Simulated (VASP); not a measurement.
# LiF in VASP: a series of runs

LiF is run at these levels: PBE; tasks: single point.

All numbers are computed with VASP 6.6.1; they aren't measurements. Logs are shortened: lines on timing, memory, paths and dates and some standing lists are left out, and cuts for length are marked.

## Step 1: The cell of the first run

Symmetry: Fm-3m, No. 225, cubic system. The conventional cell has a = 3.890 Å, b = 3.890 Å, c = 3.890 Å, α = 90.00°, β = 90.00°, γ = 90.00°. Within 2.6 Å of Li (site symmetry m-3m) lie 6 F at 1.94 Å. F (site symmetry m-3m) has 6 Li at 1.94 Å within 2.6 Å.

## Step 2: Single point, PBE (strain -2.5%)

Contents of INCAR:

```
SYSTEM = LiF
  PREC = Accurate
  ENCUT = 520
  EDIFF = 1E-6
  ISMEAR = 0
  SIGMA = 0.01
  LREAL = .FALSE.
  LASPH = .TRUE.
  NELM = 60
  ALGO = Normal
  ISIF = 2
  LWAVE = .FALSE.
  LCHARG = .TRUE.
  GGA = PE
  LELF = .TRUE.
  LVHAR = .TRUE.
  NBANDS = 12
```

Contents of KPOINTS:

```
regular mesh
0
G
  6 6 6
  0 0 0
```

Contents of POSCAR:

```
LiF
1.0
    0.0000000000      1.9449999469      1.9449999469
    1.9449999469      0.0000000000      1.9449999469
    1.9449999469      1.9449999469      0.0000000000
Li F
1 1
Direct
    0.0000000000      0.0000000000      0.0000000000
    0.5000000000      0.5000000000      0.5000000000
```

Potentials or basis: VASP PAW PBE potentials, release 64 (Li_sv, F).

Launch:

```sh
cat potpaw_PBE.64/Li_sv/POTCAR potpaw_PBE.64/F/POTCAR > POTCAR
mpirun -np 1 vasp_std > vasp.out
```

OUTCAR:

```text
SYSTEM = LiF
   PREC = Accurate
   ENCUT = 520
   EDIFF = 1E-6
   ISMEAR = 0
   LREAL = .FALSE.
   LASPH = .TRUE.
   NELM = 60
   ISIF = 2
   GGA = PE

 ion  position               nearest neighbor table
   1  0.000  0.000  0.000-   2 1.94   2 1.94   2 1.94   2 1.94   2 1.94   2 1.94
   2  0.500  0.500  0.500-   1 1.94   1 1.94   1 1.94   1 1.94   1 1.94   1 1.94

  LATTYP: Found a face centered cubic cell.
 ALAT       =     3.8899998938

  Lattice vectors:

 A1 = (   0.0000000000,   1.9449999469,   1.9449999469)
 A2 = (   1.9449999469,   0.0000000000,   1.9449999469)
 A3 = (   1.9449999469,   1.9449999469,   0.0000000000)

Analysis of symmetry for initial positions (statically):
=====================================================================
 Subroutine PRICEL returns:
 Original cell was already a primitive cell.

 Routine SETGRP: Setting up the symmetry group for a
 face centered cubic supercell.

 Subroutine GETGRP returns: Found 48 space group operations
 (whereof 48 operations were pure point group operations)
 out of a pool of 48 trial point group operations.

The static configuration has the point symmetry O_h .

Analysis of symmetry for dynamics (positions and initial velocities):
=====================================================================
 Subroutine PRICEL returns:
 Original cell was already a primitive cell.

 Routine SETGRP: Setting up the symmetry group for a
 face centered cubic supercell.

 Subroutine GETGRP returns: Found 48 space group operations
 (whereof 48 operations were pure point group operations)
 out of a pool of 48 trial point group operations.

The dynamic configuration has the point symmetry O_h .

 Subroutine INISYM returns: Found 48 space group operations
 (whereof 48 operations are pure point group operations),
 and found     1 'primitive' translations

----------------------------------------------------------------------------------------

                                     Primitive cell

  volume of cell :      14.7160

  direct lattice vectors                    reciprocal lattice vectors
     0.000000000  1.944999947  1.944999947    -0.257069416  0.257069416  0.257069416
     1.944999947  0.000000000  1.944999947     0.257069416 -0.257069416  0.257069416
     1.944999947  1.944999947  0.000000000     0.257069416  0.257069416 -0.257069416

  length of vectors
     2.750645304  2.750645304  2.750645304     0.445257289  0.445257289  0.445257289

  position of ions in fractional coordinates (direct lattice)
     0.000000000  0.000000000  0.000000000
     0.500000000  0.500000000  0.500000000

  ion indices of the primitive-cell ions
   primitive index   ion index
                 1           1
                 2           2

----------------------------------------------------------------------------------------

 KPOINTS: regular mesh

Automatic generation of k-mesh.
 Grid dimensions read from file:
 generate k-points for:    6    6    6

 Generating k-lattice:

  Cartesian coordinates                     Fractional coordinates (reciprocal lattice)
    -0.042844903  0.042844903  0.042844903     0.166666667  0.000000000  0.000000000
     0.042844903 -0.042844903  0.042844903     0.000000000  0.166666667  0.000000000
     0.042844903  0.042844903 -0.042844903     0.000000000  0.000000000  0.166666667

  Length of vectors
     0.074209548  0.074209548  0.074209548

  Shift w.r.t. Gamma in fractional coordinates (k-lattice)
     0.000000000  0.000000000  0.000000000

 Subroutine IBZKPT returns following result:
 ===========================================

 Found     16 irreducible k-points:

 Following reciprocal coordinates:
            Coordinates               Weight
  0.000000  0.000000  0.000000      1.000000
  0.166667  0.000000  0.000000      8.000000
  0.333333  0.000000  0.000000      8.000000
  0.500000  0.000000  0.000000      4.000000
  0.166667  0.166667  0.000000      6.000000
  0.333333  0.166667  0.000000     24.000000
[... 8 lines left out ...]
 -0.333333  0.333333  0.166667     24.000000
 -0.333333  0.500000  0.166667     12.000000
   k-points           NKPTS =     16   k-points in BZ     NKDIM =     16   number of bands    NBANDS=     12
   number of dos      NEDOS =    301   number of ions     NIONS =      2
   total plane-waves  NPLWV =   8000
   dimension x,y,z NGX =    20 NGY =   20 NGZ =   20
   dimension x,y,z NGXF=    40 NGYF=   40 NGZF=   40
   ions per type =               1   1
   NGX,Y,Z   is equivalent  to a cutoff of  12.09, 12.09, 12.09 a.u.
   NGXF,Y,Z  is equivalent  to a cutoff of  24.18, 24.18, 24.18 a.u.
 SYSTEM =  LiF
   PREC   = accura    normal or accurate (medium, high low for compatibility)
   ISTART =      0    job   : 0-new  1-cont  2-samecut
   ICHARG =      2    charge: 1-file 2-atom 10-const
   ISPIN  =      1    spin polarized calculation?
   LNONCOLLINEAR =      F non collinear calculations
   LSORBIT =      F    spin-orbit coupling
   LASPH  =      T    aspherical Exc in radial PAW
   ENCUT  =  520.0 eV  38.22 Ry    6.18 a.u.   5.11  5.11  5.11*2*pi/ulx,y,z
   NELM   =     60;   NELMIN=  2; NELMDL= -5     # of ELM steps
   EDIFF  = 0.1E-05   stopping-criterion for ELM
   LREAL  =      F    real-space projection
   EDIFFG = 0.1E-04   stopping-criterion for IOM
   NSW    =      0    number of steps for IOM
   IBRION =     -1    ionic relax: 0-MD 1-quasi-New 2-CG
   NFREE  =      0    steps in history (QN), initial steepest desc. (CG)
   ISIF   =      2    stress and relaxation
   ISYM   =      2    0-nonsym 1-usesym 2-fastsym
   POTIM  = 0.5000    time-step for ionic-motion
   TEBEG  =    0.0;   TEEND  =   0.0 temperature during run
   PSTRESS=    0.0 pullay stress
   NELECT =      10.0000    total number of electrons
   NUPDOWN=      -1.0000    fix difference up-down
   EMIN   =  10.00;   EMAX   =-10.00  energy-range for DOS
   EFERMI =   0.00;   METHOD = LEGACY
   ISMEAR =     0;   SIGMA  =   0.01  broadening in eV -4-tet -1-fermi 0-gaus
   EFERMI_NEDOS =   21; number of points for ismear=-14 and -15
   IALGO  =     38    algorithm
   IMIX   =      4    mixing-type and parameters
     AMIX     =   0.40;   BMIX     =  1.00
     AMIX_MAG =   1.60;   BMIX_MAG =  1.00
  volume/ion in A,a.u.               =       7.36        49.65
  Fermi-wavevector in a.u.,A,eV,Ry     =   1.439280  2.719844 28.184828  2.071526
  Thomas-Fermi vector in A             =   2.558153
   LORBIT       =      0    0 simple, 1 ext, 2 COOP (PROOUT), +10 PAW based schemes
   GGA     = PE    functional components
   LHFCALC =     F    Hartree Fock is set to
   AEXX    =    0.0000 exact exchange contribution
   IVDW    =     0    specifies the selected vdW correction
   LEPSILON=     F    determine dielectric tensor
   LRPA    =     F    only Hartree local field effects (RPA)
 non-spin polarized calculation
 Gauss-broadening in eV      SIGMA  =   0.01
  energy-cutoff  :      520.00
  volume of cell :       14.72
 maximum number of plane-waves:       411
   NGX = 11   NGY = 11   NGZ = 11

 number of electron      10.0000000 magnetization

 number of electron       9.9999976 magnetization

 Free energy of the ion-electron system (eV)
  ---------------------------------------------------
  ext. energy  EPLUGINS =         0.00000000
  ---------------------------------------------------
  free energy    TOTEN  =        -9.56976703 eV

  energy without entropy =       -9.56976703  energy(sigma->0) =       -9.56976703

 E-fermi :  -0.2038     XC(G=0): -10.5027

 val. band max:       -0.3393071088   @ k =   0.0000   0.0000   0.0000
 cond. band min:       9.7422401114   @ k =   0.0000   0.0000   0.0000
 fundamental gap:     10.0815472201
 Fermi energy:        -0.2038151048

 k-point     1 :       0.0000    0.0000    0.0000
  band No.  band energies     occupation
      1     -41.0588      2.00000
      2     -20.6201      2.00000
      3      -0.3393      2.00000
      4      -0.3393      2.00000
      5      -0.3393      2.00000
      6       9.7422      0.00000
      7      25.0291      0.00000
      8      25.0291      0.00000
      9      25.0291      0.00000
     10      25.0390      0.00000
     11      25.0391      0.00000
     12      25.0391      0.00000

 k-point     2 :       0.1667    0.0000    0.0000
  band No.  band energies     occupation
      1     -41.0356      2.00000
      2     -20.4993      2.00000
      3      -1.1470      2.00000
      4      -0.4092      2.00000
      5      -0.4092      2.00000
      6      10.4295      0.00000
      7      20.1399      0.00000
      8      22.4656      0.00000
      9      22.4656      0.00000
     10      27.1201      0.00000
     11      27.1305      0.00000
     12      27.1305      0.00000

 k-point     3 :       0.3333    0.0000    0.0000
  band No.  band energies     occupation
      1     -40.9901      2.00000
      2     -20.2435      2.00000
      3      -2.5499      2.00000
      4      -0.5422      2.00000
      5      -0.5422      2.00000
      6      11.0883      0.00000
      7      17.8263      0.00000
      8      20.2241      0.00000
      9      20.2242      0.00000
     10      29.6079      0.00000
     11      30.1949      0.00000
     12      30.1949      0.00000
[... 166 lines left out ...]
 k-point    15 :      -0.3333    0.3333    0.1667
  band No.  band energies     occupation
      1     -40.9488      2.00000
      2     -19.8742      2.00000
      3      -2.8901      2.00000
      4      -2.2836      2.00000
      5      -1.0596      2.00000
      6      13.9878      0.00000
      7      15.9394      0.00000
      8      19.2356      0.00000
      9      20.2447      0.00000
     10      28.3675      0.00000
     11      29.2145      0.00000
     12      37.3725      0.00000

 k-point    16 :      -0.3333    0.5000    0.1667
  band No.  band energies     occupation
      1     -40.9432      2.00000
      2     -19.7833      2.00000
      3      -3.3121      2.00000
      4      -2.1609      2.00000
      5      -1.3075      2.00000
      6      15.4936      0.00000
      7      15.8446      0.00000
      8      18.2176      0.00000
      9      20.5184      0.00000
     10      24.8896      0.00000
     11      32.9708      0.00000
     12      35.9559      0.00000

------------------------ aborting loop because EDIFF is reached ----------------------------------------

  FORCE on cell =-STRESS in cart. coord.  units (eV):
  Direction    XX          YY          ZZ          XY          YZ          ZX
  --------------------------------------------------------------------------------------
  -------------------------------------------------------------------------------------
  Total        1.0591189      1.0591189      1.0591189      0.0000000      0.0000000      0.0000000
  in kB      115.3098794    115.3098794    115.3098794      0.0000000      0.0000000      0.0000000
  external PRESSURE =     115.3098794 kB  Pullay stress =       0.0000000 kB

 VOLUME and BASIS-vectors are now :
 -----------------------------------------------------------------------------
  energy-cutoff  :      520.00
  volume of cell :       14.72
      direct lattice vectors                 reciprocal lattice vectors
     0.000000000  1.944999947  1.944999947    -0.257069416  0.257069416  0.257069416
     1.944999947  0.000000000  1.944999947     0.257069416 -0.257069416  0.257069416
     1.944999947  1.944999947  0.000000000     0.257069416  0.257069416 -0.257069416

 POSITION                                       TOTAL-FORCE (eV/Angst)
 -----------------------------------------------------------------------------------
      0.00000      0.00000      0.00000        -0.000000      0.000000      0.000000
      1.94500      1.94500      1.94500         0.000000     -0.000000     -0.000000
 -----------------------------------------------------------------------------------
    total drift:                                0.000000      0.000000      0.000000

  FREE ENERGIE OF THE ION-ELECTRON SYSTEM (eV)
  ---------------------------------------------------
  free  energy   TOTEN  =        -9.5697670341 eV

  energy  without entropy=       -9.5697670341  energy(sigma->0) =       -9.56976703
```

Run time: 3.2 s. Hardware: 1 thread of Intel Xeon 6975P-C, shared host; peak memory 0.12 GiB.

What came out:

- Free energy: -9.5698 eV
- Band gap on the k mesh: 10.08 eV, direct

Caveat: the k points lie up to 0.47 Å⁻¹ apart; the cell differs from its parent crystal (strain -2.5%); the cutoff is under 1.25 times the usual one of these potentials, so pressure, stress and relaxed cells hold a basis-set (Pulay) error.

## Step 3: Single point, PBE (uniaxial z strain +3.0%)

Contents of INCAR:

```
SYSTEM = LiF
  PREC = Accurate
  ENCUT = 520
  EDIFF = 1E-6
  ISMEAR = 0
  SIGMA = 0.01
  LREAL = .False.
  LASPH = .True.
  NELM = 100
  ALGO = Normal
  ISIF = 2
  LWAVE = .False.
  LCHARG = .False.
  GGA = PE
  NBANDS = 12
```

Contents of KPOINTS:

```
regular mesh
0
Gamma
  6 6 6
  0 0 0
```

Contents of POSCAR:

```
LiF
1.0
    0.0000000000      1.9948717404      2.0547178926
    1.9948717404      0.0000000000      2.0547178926
    1.9948717404      1.9948717404      0.0000000000
Li F
1 1
Direct
    0.0000000000      0.0000000000      0.0000000000
    0.5000000000      0.5000000000      0.5000000000
```

Potentials or basis: VASP PAW PBE potentials, release 64 (Li_sv, F).

Launch:

```sh
cat potpaw_PBE.64/Li_sv/POTCAR potpaw_PBE.64/F/POTCAR > POTCAR
mpirun -np 1 vasp_std > vasp.out
```

Wall time 5.4 s (1 thread of Intel Xeon 6975P-C, shared host); peak memory 0.13 GiB.

The run converged. Its results:

* Free energy: -9.6355 eV
* Band gap on the k mesh: 9.04 eV, direct

Levels at points of the mesh, in eV from the valence-band top:
| k point | band 2 | band 3 | band 4 | band 5 | band 6 | band 7 | band 8 | band 9 |
| --- | --- | --- | --- | --- | --- | --- | --- | --- |
| (0.00, 0.00, 0.00) | -20.01 | -0.06 | -0.06 | 0.00 | 9.04 | 23.47 | 24.12 | 24.15 |
| (0.50, 0.00, 0.00) | -19.58 | -2.55 | -0.30 | -0.24 | 10.73 | 16.68 | 18.60 | 19.12 |
| (0.50, 0.50, 0.00) | -19.34 | -3.06 | -0.98 | -0.98 | 14.41 | 16.70 | 17.37 | 20.48 |
| (0.50, 0.00, 0.50) | -19.30 | -3.04 | -1.16 | -0.97 | 14.95 | 16.31 | 17.42 | 19.83 |

Caveat: the k points lie up to 0.45 Å⁻¹ apart; the cell differs from its parent crystal (uniaxial z strain +3.0%); the cutoff is under 1.25 times the usual one of these potentials, so pressure, stress and relaxed cells hold a basis-set (Pulay) error.

## Step 4: Single point, PBE (epitaxial xy strain -0.5%)

Contents of INCAR:

```
SYSTEM = LiF
PREC     = Accurate       ! precision mode
ENCUT    = 520            ! plane-wave cutoff, eV
EDIFF    = 1E-6           ! SCF threshold, eV
ISMEAR   = 0              ! smearing method
SIGMA    = 0.01           ! smearing width, eV
LREAL    = .FALSE.        ! projectors in reciprocal space
LASPH    = .TRUE.         ! aspherical terms in the spheres
NELM     = 60             ! most SCF steps
ALGO     = Normal         ! electronic algorithm
ISIF     = 2              ! what is computed and relaxed
LWAVE    = .FALSE.        ! write WAVECAR
LCHARG   = .FALSE.        ! write CHGCAR
GGA      = PE             ! functional
NBANDS   = 12             ! bands
```

Contents of KPOINTS:

```
regular mesh
0
G
  6 6 6
  0 0 0
```

Contents of POSCAR:

```
LiF
1.0
    0.0000000000      1.9848973817      2.0013784472
    1.9848973817      0.0000000000      2.0013784472
    1.9848973817      1.9848973817      0.0000000000
Li F
1 1
Direct
    0.0000000000      0.0000000000      0.0000000000
    0.5000000000      0.5000000000      0.5000000000
```

Launch:

```sh
cat potpaw_PBE.64/Li_sv/POTCAR potpaw_PBE.64/F/POTCAR > POTCAR
mpirun -np 1 vasp_std > vasp.out
```

It took 5.6 s on 1 thread of Intel Xeon 6975P-C, shared host; peak memory 0.13 GiB.

The run converged. Its results:

```yaml
Free_energy: -9.6246 eV
Band_gap_on_the_k_mesh: 9.40 eV, direct
```

Levels at points of the mesh, in eV from the valence-band top:
```tsv
k point	band 3	band 4	band 5	band 6	band 7	band 8
(0.00, 0.00, 0.00)	-0.02	-0.02	0.00	9.40	24.29	24.49
(0.50, 0.00, 0.00)	-2.64	-0.26	-0.24	10.95	17.16	19.09
(0.50, 0.50, 0.00)	-3.18	-1.05	-1.05	15.03	16.70	17.86
(0.50, 0.00, 0.50)	-3.17	-1.10	-1.05	15.19	16.59	17.88
```

Caveat: the k points lie up to 0.46 Å⁻¹ apart; the cell differs from its parent crystal (epitaxial xy strain -0.5%); the cutoff is under 1.25 times the usual one of these potentials, so pressure, stress and relaxed cells hold a basis-set (Pulay) error.

## Step 5: The runs side by side

```tsv
cell	gap on the mesh (eV)
a = 2.751 Å, angles 60.0°, 2 atoms	10.08
a = 2.864, b = 2.864, c = 2.821 Å, angles 60.5, 60.5, 59.0°, 2 atoms	9.04
a = 2.819, b = 2.819, c = 2.807 Å, angles 60.1, 60.1, 59.7°, 2 atoms	9.40
```

Alike in all rows: task single point; level PBE; potentials or basis VASP PAW PBE potentials, release 64 (Li_sv, F); no spin polarisation; k mesh 6 × 6 × 6; cutoff (eV) 520; smearing gaussian 0.01 eV.

Caveats: all runs use coarse meshes; the cutoff is under 1.25 times the usual one of these potentials, so pressure, stress and relaxed cells hold a basis-set (Pulay) error.

Absolute energies hang on the potentials; compare differences alone.
